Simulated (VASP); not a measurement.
Set up this calculation in VASP 6.6.1, as the native input.

```
Task                   : single point
Functional             : PBE
Dispersion             : D3(BJ)
Potentials or basis    : VASP PAW PBE potentials, release 64 (Ta_pv, Ni, O)
Cutoff                 : 520 eV
k mesh                 : 3 × 3 × 3
Occupations            : fermi-dirac, width 0.05 eV
Spin                   : collinear spin, ferromagnetic start
Starting moments       : [0.0, 0.0, 0.0, 0.0, 1.0, 0.0, 0.0, 0.0, 0.0, 0.0, 0.0, 0.0, 0.0, 0.0, 0.0, 0.0] μB
Dipole correction      : no
Further INCAR settings : LREAL = Auto; ALGO = Normal; EDIFF = 1e-06; NBANDS = 78
```

The structure of Ta4NiO11 lies in POSCAR:

```
Ta4NiO11
1.0
    0.0000000000      4.8408559971      4.8408559971
    4.8408559971      0.0000000000      4.8408559971
    4.8408559971      4.8408559971      0.0000000000
Ta Ni O
4 1 11
Direct
    0.6300697601      0.1097907197      0.6300697601
    0.6300697601      0.6300697601      0.6300697601
    0.1097907197      0.6300697601      0.6300697601
    0.6300697601      0.6300697601      0.1097907197
    0.0000000000      0.0000000000      0.0000000000
    0.2500000000      0.2500000000      0.2500000000
    0.8438297485      0.4685107544      0.8438297485
    0.8438297485      0.8438297485      0.8438297485
    0.4685107544      0.8438297485      0.8438297485
    0.8438297485      0.8438297485      0.4685107544
    0.2990226755      0.7009773245      0.7009773245
    0.7009773245      0.2990226755      0.2990226755
    0.7009773245      0.7009773245      0.2990226755
    0.2990226755      0.2990226755      0.7009773245
    0.2990226755      0.7009773245      0.2990226755
    0.7009773245      0.2990226755      0.7009773245
```

These files were run (other wordings do the same):

INCAR

```
SYSTEM = Ta4NiO11
  PREC = Accurate
  ENCUT = 520
  EDIFF = 1E-6
  ISMEAR = -1
  SIGMA = 0.05
  LREAL = Auto
  LASPH = .TRUE.
  NELM = 150
  ALGO = Normal
  ISIF = 2
  LWAVE = .FALSE.
  LCHARG = .FALSE.
  ISPIN = 2
  MAGMOM = 0 0 0 0 1 0 0 0 0 0 0 0 0 0 0 0
  LORBIT = 11
  LMAXMIX = 4
  GGA = PE
  IVDW = 12
  NBANDS = 78
```

KPOINTS

```
regular mesh
0
G
  3 3 3
  0 0 0
```

Potentials or basis: VASP PAW PBE potentials, release 64 (Ta_pv, Ni, O).

The run is started by

```sh
$ cat potpaw_PBE.64/Ta_pv/POTCAR potpaw_PBE.64/Ni/POTCAR potpaw_PBE.64/O/POTCAR > POTCAR
$ mpirun -np 1 vasp_std > vasp.out
```

Results of the run:

| Property | Result |
| --- | --- |
| Pressure | 0.8 GPa |
| Largest force | 0.239 eV/Å |
| Net moment | 2.15 μB per cell |
| Site moments | Ta -0.03; Ni +1.05; O +0.94, -0.00, +0.00 (each value once) μB |
| Valence electrons inside the program's atomic spheres | Ta 8.87; Ni 8.62; O 4.70, 5.07, 5.10 (each value once) |
| Dispersion energy per atom | -0.202 eV |

Caveat: the k points lie up to 0.37 Å⁻¹ apart; a cell with one magnetic atom can't hold antiferromagnetic order, which such compounds often take.

Run time: 25 min on 1 thread of Intel(R) Xeon(R) Platinum 8375C CPU @ 2.90GHz (Ice Lake) (shared host), peak memory 0.55 GiB.
